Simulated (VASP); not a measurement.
Write the native input for VASP 6.6.1 that does the following.

```
Task                   : single point
Functional             : PBE
Potentials or basis    : VASP PAW PBE potentials, release 64 (W_sv, S)
Cutoff                 : 520 eV
k mesh                 : 12 × 12 × 2
Occupations            : gaussian, width 0.02 eV
Spin                   : no spin polarisation
Dipole correction      : no
Further INCAR settings : ALGO = Normal; EDIFF = 1e-07; NBANDS = 35
```

The structure of WS2 lies in POSCAR:

```
WS2
1.0
    3.1848594160      0.0000000000      0.0000000000
   -1.5924297080      2.7581691618      0.0000000000
    0.0000000000      0.0000000000     13.9900589499
W S
2 4
Direct
    0.3333333333      0.6666666667      0.2500000000
    0.6666666667      0.3333333333      0.7500000000
    0.3333333333      0.6666666667      0.6376490475
    0.6666666667      0.3333333333      0.1376490475
    0.3333333333      0.6666666667      0.8623509525
    0.6666666667      0.3333333333      0.3623509525
```

These files were run (other wordings do the same):

INCAR

```
PREC = Accurate ; ENCUT = 520
EDIFF = 1E-7 ; ISMEAR = 0
SIGMA = 0.02 ; LREAL = False
LASPH = True ; NELM = 100
ALGO = Normal ; ISIF = 2
LWAVE = False ; LCHARG = False
GGA = PE ; NBANDS = 35
```

KPOINTS

```
Automatic mesh
0
Gamma
  12 12 2
```

Potentials or basis: VASP PAW PBE potentials, release 64 (W_sv, S).

Command:

```console
$ cat potpaw_PBE.64/W_sv/POTCAR potpaw_PBE.64/S/POTCAR > POTCAR
$ mpirun -np 1 vasp_std > vasp.out
```

It gave:

* Pressure: 0.2 GPa
* Band gap on the k mesh: 1.53 eV (least direct gap 1.80 eV)

Caveat: spin-orbit coupling is left out, which moves the levels of the heavy elements; this functional lacks dispersion, which binds the layers, so the pressure and a relaxed spacing across them are unreliable.

It took 59 s on 1 thread of Intel(R) Xeon(R) 6975P-C (Granite Rapids) (shared host), peak memory 0.3 GiB.
